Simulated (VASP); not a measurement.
# HgTe (Coloradoite) (F-43m) in VASP: a series of runs

Runs on HgTe (Coloradoite). Level: PBE. Tasks: vibrations by perturbation theory.

All numbers are computed with VASP 6.6.1; they aren't measurements. Logs are shortened: lines on timing, memory, paths and dates and some standing lists are left out, and cuts for length are marked.

### Step 1. The cell of the first run

Symmetry: F-43m, No. 216, cubic system. Conventional cell: a = 6.429 Å, b = 6.429 Å, c = 6.429 Å, α = 90.00°, β = 90.00°, γ = 90.00°. Within 3.7 Å of Hg (site symmetry -43m) lie 4 Te at 2.78 Å. Te (site symmetry -43m) has 4 Hg at 2.78 Å within 3.7 Å.

### Step 2. Vibrations by perturbation theory, PBE

Contents of INCAR:

```
SYSTEM = HgTe
PREC     = Accurate       ! precision mode
ENCUT    = 520            ! plane-wave cutoff, eV
EDIFF    = 1E-8           ! SCF threshold, eV
ISMEAR   = -1             ! smearing method
SIGMA    = 0.05           ! smearing width, eV
LREAL    = .FALSE.        ! projectors in reciprocal space
LASPH    = .TRUE.         ! aspherical terms in the spheres
NELM     = 100            ! most SCF steps
ALGO     = Normal         ! electronic algorithm
ISIF     = 2              ! what is computed and relaxed
LWAVE    = .FALSE.        ! write WAVECAR
LCHARG   = .FALSE.        ! write CHGCAR
GGA      = PE             ! functional
NBANDS   = 16             ! bands
IBRION   = 8              ! ionic algorithm
NSW      = 1              ! ionic steps
```

Contents of KPOINTS:

```
Automatic mesh
0
G
  5 5 5
  0 0 0
```

Contents of POSCAR:

```
HgTe
1.0
    0.0000000000      3.2145000000      3.2145000000
    3.2145000000      0.0000000000      3.2145000000
    3.2145000000      3.2145000000      0.0000000000
Hg Te
1 1
Direct
    0.0000000000      0.0000000000      0.0000000000
    0.7500000000      0.7500000000      0.7500000000
```

Potentials or basis: VASP PAW PBE potentials, release 64 (Hg, Te).

Run with:

```sh
> cat potpaw_PBE.64/Hg/POTCAR potpaw_PBE.64/Te/POTCAR > POTCAR
> mpirun -np 1 vasp_std > vasp.out
```

OUTCAR:

```text
SYSTEM = HgTe
   PREC = Accurate
   ENCUT = 520
   EDIFF = 1E-8
   ISMEAR = -1
   LREAL = .FALSE.
   LASPH = .TRUE.
   NELM = 100
   ISIF = 2
   GGA = PE
   IBRION = 8
   NSW = 1

 ion  position               nearest neighbor table
   1  0.000  0.000  0.000-   2 2.78   2 2.78   2 2.78   2 2.78
   2  0.750  0.750  0.750-   1 2.78   1 2.78   1 2.78   1 2.78

  LATTYP: Found a face centered cubic cell.
 ALAT       =     6.4290000000

  Lattice vectors:

 A1 = (   0.0000000000,   3.2145000000,   3.2145000000)
 A2 = (   3.2145000000,   0.0000000000,   3.2145000000)
 A3 = (   3.2145000000,   3.2145000000,   0.0000000000)

Analysis of symmetry for initial positions (statically):
=====================================================================
 Subroutine PRICEL returns:
 Original cell was already a primitive cell.

 Routine SETGRP: Setting up the symmetry group for a
 face centered cubic supercell.

 Subroutine GETGRP returns: Found 24 space group operations
 (whereof 24 operations were pure point group operations)
 out of a pool of 48 trial point group operations.

The static configuration has the point symmetry T_d .

Analysis of symmetry for dynamics (positions and initial velocities):
=====================================================================
 Subroutine PRICEL returns:
 Original cell was already a primitive cell.

 Routine SETGRP: Setting up the symmetry group for a
 face centered cubic supercell.

 Subroutine GETGRP returns: Found 24 space group operations
 (whereof 24 operations were pure point group operations)
 out of a pool of 48 trial point group operations.

The dynamic configuration has the point symmetry T_d .

 Subroutine INISYM returns: Found 24 space group operations
 (whereof 24 operations are pure point group operations),
 and found     1 'primitive' translations

----------------------------------------------------------------------------------------

                                     Primitive cell

  volume of cell :      66.4309

  direct lattice vectors                    reciprocal lattice vectors
     0.000000000  3.214500000  3.214500000    -0.155545186  0.155545186  0.155545186
     3.214500000  0.000000000  3.214500000     0.155545186 -0.155545186  0.155545186
     3.214500000  3.214500000  0.000000000     0.155545186  0.155545186 -0.155545186

  length of vectors
     4.545989496  4.545989496  4.545989496     0.269412165  0.269412165  0.269412165

  position of ions in fractional coordinates (direct lattice)
     0.000000000  0.000000000  0.000000000
     0.750000000  0.750000000  0.750000000

  ion indices of the primitive-cell ions
   primitive index   ion index
                 1           1
                 2           2

----------------------------------------------------------------------------------------

 KPOINTS: Automatic mesh

Automatic generation of k-mesh.
 Grid dimensions read from file:
 generate k-points for:    5    5    5

 Generating k-lattice:

  Cartesian coordinates                     Fractional coordinates (reciprocal lattice)
    -0.031109037  0.031109037  0.031109037     0.200000000  0.000000000  0.000000000
     0.031109037 -0.031109037  0.031109037     0.000000000  0.200000000  0.000000000
     0.031109037  0.031109037 -0.031109037     0.000000000  0.000000000  0.200000000

  Length of vectors
     0.053882433  0.053882433  0.053882433

  Shift w.r.t. Gamma in fractional coordinates (k-lattice)
     0.000000000  0.000000000  0.000000000

 Subroutine IBZKPT returns following result:
 ===========================================

 Found     10 irreducible k-points:

 Following reciprocal coordinates:
            Coordinates               Weight
  0.000000  0.000000  0.000000      1.000000
  0.200000  0.000000  0.000000      8.000000
  0.400000  0.000000  0.000000      8.000000
  0.200000  0.200000  0.000000      6.000000
  0.400000  0.200000  0.000000     24.000000
 -0.400000  0.200000  0.000000     24.000000
 -0.200000  0.200000  0.000000     12.000000
  0.400000  0.400000  0.000000      6.000000
 -0.400000  0.400000  0.000000     12.000000
 -0.400000  0.400000  0.200000     24.000000
   k-points           NKPTS =     10   k-points in BZ     NKDIM =     10   number of bands    NBANDS=     16
   number of dos      NEDOS =    301   number of ions     NIONS =      2
   total plane-waves  NPLWV =  46656
   dimension x,y,z NGX =    36 NGY =   36 NGZ =   36
   dimension x,y,z NGXF=    72 NGYF=   72 NGZF=   72
   ions per type =               1   1
   NGX,Y,Z   is equivalent  to a cutoff of  13.17, 13.17, 13.17 a.u.
   NGXF,Y,Z  is equivalent  to a cutoff of  26.33, 26.33, 26.33 a.u.
 SYSTEM =  HgTe
   PREC   = accura    normal or accurate (medium, high low for compatibility)
   ISTART =      0    job   : 0-new  1-cont  2-samecut
   ICHARG =      2    charge: 1-file 2-atom 10-const
   ISPIN  =      1    spin polarized calculation?
   LNONCOLLINEAR =      F non collinear calculations
   LSORBIT =      F    spin-orbit coupling
   LASPH  =      T    aspherical Exc in radial PAW
   ENCUT  =  520.0 eV  38.22 Ry    6.18 a.u.   8.45  8.45  8.45*2*pi/ulx,y,z
   NELM   =    100;   NELMIN=  2; NELMDL= -5     # of ELM steps
   EDIFF  = 0.1E-07   stopping-criterion for ELM
   LREAL  =      F    real-space projection
   EDIFFG = 0.1E-06   stopping-criterion for IOM
   NSW    =      1    number of steps for IOM
   IBRION =      8    ionic relax: 0-MD 1-quasi-New 2-CG
   NFREE  =      0    steps in history (QN), initial steepest desc. (CG)
   ISIF   =      2    stress and relaxation
   ISYM   =      2    0-nonsym 1-usesym 2-fastsym
   POTIM  = 0.5000    time-step for ionic-motion
   TEBEG  =    0.0;   TEEND  =   0.0 temperature during run
   PSTRESS=    0.0 pullay stress
   NELECT =      18.0000    total number of electrons
   NUPDOWN=      -1.0000    fix difference up-down
   EMIN   =  10.00;   EMAX   =-10.00  energy-range for DOS
   EFERMI =   0.00;   METHOD = LEGACY
   ISMEAR =    -1;   SIGMA  =   0.05  broadening in eV -4-tet -1-fermi 0-gaus
   EFERMI_NEDOS =   21; number of points for ismear=-14 and -15
   IALGO  =     38    algorithm
   IMIX   =      4    mixing-type and parameters
     AMIX     =   0.40;   BMIX     =  1.00
     AMIX_MAG =   1.60;   BMIX_MAG =  1.00
  volume/ion in A,a.u.               =      33.22       224.15
  Fermi-wavevector in a.u.,A,eV,Ry     =   1.059357  2.001894 15.268958  1.122237
  Thomas-Fermi vector in A             =   2.194699
   LORBIT       =      0    0 simple, 1 ext, 2 COOP (PROOUT), +10 PAW based schemes
   GGA     = PE    functional components
   LHFCALC =     F    Hartree Fock is set to
   AEXX    =    0.0000 exact exchange contribution
   IVDW    =     0    specifies the selected vdW correction
   LEPSILON=     F    determine dielectric tensor
   LRPA    =     F    only Hartree local field effects (RPA)
 non-spin polarized calculation
  energy-cutoff  :      520.00
  volume of cell :       66.43
 maximum number of plane-waves:      1807
 NGX is ok and might be reduce to    36
   NGX = 17   NGY = 17   NGZ = 17

--------------------------------------- Ionic step        1  -------------------------------------------

 number of electron      18.0000000 magnetization

 Free energy of the ion-electron system (eV)
  ---------------------------------------------------
  ext. energy  EPLUGINS =         0.00000000
  ---------------------------------------------------
  free energy    TOTEN  =        -3.52431788 eV

  energy without entropy =       -3.52277256  energy(sigma->0) =       -3.52354522

 E-fermi :   3.3191     XC(G=0):  -8.8118

 val. band max:        3.2842745392   @ k =   0.0000   0.0000   0.0000
 cond. band min:       4.0263214899   @ k =   0.4000   0.0000   0.0000
 fundamental gap:      0.7420469506
 Fermi energy:         3.3191123873

 k-point     1 :       0.0000    0.0000    0.0000
  band No.  band energies     occupation
      1      -8.8201      2.00000
      2      -4.1778      2.00000
      3      -4.1778      2.00000
      4      -4.1778      2.00000
      5      -3.6297      2.00000
      6      -3.6297      2.00000
[... 169 lines left out ...]
      5      -3.6208      2.00000
      6      -3.2267      2.00000
[... 8 lines left out ...]
     15      13.3801      0.00000
     16      14.9800      0.00000

------------------------ aborting loop because EDIFF is reached ----------------------------------------

  FORCE on cell =-STRESS in cart. coord.  units (eV):
  Direction    XX          YY          ZZ          XY          YZ          ZX
  --------------------------------------------------------------------------------------
  -------------------------------------------------------------------------------------
  Total        1.9866144      1.9866144      1.9866144      0.0000000      0.0000000      0.0000000
  in kB       47.9130566     47.9130566     47.9130566      0.0000000      0.0000000      0.0000000
  external PRESSURE =      47.9130566 kB  Pullay stress =       0.0000000 kB

 VOLUME and BASIS-vectors are now :
 -----------------------------------------------------------------------------
  energy-cutoff  :      520.00
  volume of cell :       66.43
      direct lattice vectors                 reciprocal lattice vectors
     0.000000000  3.214500000  3.214500000    -0.155545186  0.155545186  0.155545186
     3.214500000  0.000000000  3.214500000     0.155545186 -0.155545186  0.155545186
     3.214500000  3.214500000  0.000000000     0.155545186  0.155545186 -0.155545186

 POSITION                                       TOTAL-FORCE (eV/Angst)
 -----------------------------------------------------------------------------------
      0.00000      0.00000      0.00000        -0.000000     -0.000000     -0.000000
      4.82175      4.82175      4.82175         0.000000      0.000000      0.000000
 -----------------------------------------------------------------------------------
    total drift:                                0.000000      0.000000      0.000000

  FREE ENERGIE OF THE ION-ELECTRON SYSTEM (eV)
  ---------------------------------------------------
  free  energy   TOTEN  =        -3.5243178792 eV

  energy  without entropy=       -3.5227725576  energy(sigma->0) =       -3.52354522

[... ionic steps 2 to 3 ...]

--------------------------------------- Ionic step        4  -------------------------------------------

------------------------ aborting loop because EDIFF is reached ----------------------------------------

[... ionic steps 5 to 6 ...]

--------------------------------------- Ionic step        7  -------------------------------------------

 Free energy of the ion-electron system (eV)
  ---------------------------------------------------
  ---------------------------------------------------
  free energy    TOTEN  =        -0.04799694 eV

  energy without entropy =       -0.04799694

------------------------ aborting loop because EDIFF is reached ----------------------------------------

 INTERNAL STRAIN TENSOR  FOR ION    2  DIRECTION 1   (eV/Angst):
 -----------------------------------------------------------------------------
     0.00326  0.00000 -0.00000
    -0.00000  0.00481  6.86365
     0.00000  6.86365  0.00481

 INTERNAL STRAIN TENSOR FOR ION    2 for displacements in x,y,z  (eV/Angst):
          X           Y           Z          XY          YZ          ZX
  --------------------------------------------------------------------------------
  x     0.00000    -0.00000    -0.00000     0.00000     6.86365    -0.00000
  y     0.00000     0.00000     0.00000    -0.00000     0.00000     6.86365
  z    -0.00000    -0.00000     0.00000     6.86365    -0.00000     0.00000

 SECOND DERIVATIVES (NOT SYMMETRIZED)
 ------------------------------------
               1X          1Y          1Z          2X          2Y          2Z
  1X    -4.351374    0.000000    0.000000    4.351374    0.000000    0.000000
  1Y     0.000000   -4.351374    0.000000    0.000000    4.351374    0.000000
  1Z     0.000000    0.000000   -4.351374    0.000000    0.000000    4.351374
  2X     4.349284    0.000000    0.000000   -4.349284    0.000000    0.000000
  2Y     0.000000    4.349284    0.000000    0.000000   -4.349284    0.000000
  2Z     0.000000    0.000000    4.349284    0.000000    0.000000   -4.349284

 Eigenvectors and eigenvalues of the dynamical matrix
 ----------------------------------------------------

   1 f  =    3.692180 THz    23.198652 2PiTHz  123.157871 cm-1    15.269623 meV
             X         Y         Z           dx          dy          dz
      0.000000  0.000000  0.000000     0.000000    0.623629    0.000000
      4.821750  4.821750  4.821750     0.000000   -0.781720    0.000000
[... 21 lines left out ...]
   6 f/i=    0.000432 THz     0.002717 2PiTHz    0.014424 cm-1     0.001788 meV
             X         Y         Z           dx          dy          dz
      0.000000  0.000000  0.000000     0.000000    0.000000    0.781720
      4.821750  4.821750  4.821750     0.000000    0.000000    0.623629

--------------------------------------------------------------------------------------------------------

 ELASTIC MODULI CONTR FROM IONIC RELAXATION (kBar)
 Direction    XX          YY          ZZ          XY          YZ          ZX
 --------------------------------------------------------------------------------
 XX          -0.0000     -0.0000     -0.0000      0.0000      0.0000     -0.0000
 YY          -0.0000     -0.0000     -0.0000      0.0000      0.0000     -0.0000
 ZZ          -0.0000     -0.0000     -0.0000     -0.0000      0.0000     -0.0000
 XY           0.0000      0.0000     -0.0000   -271.8885      0.0000     -0.0000
 YZ           0.0000      0.0000      0.0000      0.0000   -271.8885     -0.0000
 ZX          -0.0000     -0.0000     -0.0000     -0.0000     -0.0000   -271.8885
 --------------------------------------------------------------------------------
```

Run time: 2.2 min. Hardware: 1 thread of Intel Xeon Platinum 8375C at 2.90GHz (Ice Lake), shared host; peak memory 0.28 GiB.

Results:

```
Highest phonon frequency at Γ, LO-TO splitting left out : 123 cm⁻¹
```

Phonon frequencies in cm⁻¹ (negative: imaginary):
| q point | frequencies |
| --- | --- |
| (0.000, 0.000, 0.000) | 0 0 0 123 123 123 |

Caveat: the cell wasn't relaxed at this level first, which shifts response properties; spin-orbit coupling is left out, which moves the levels of the heavy elements.

(Part 1 of 2 ends here.)
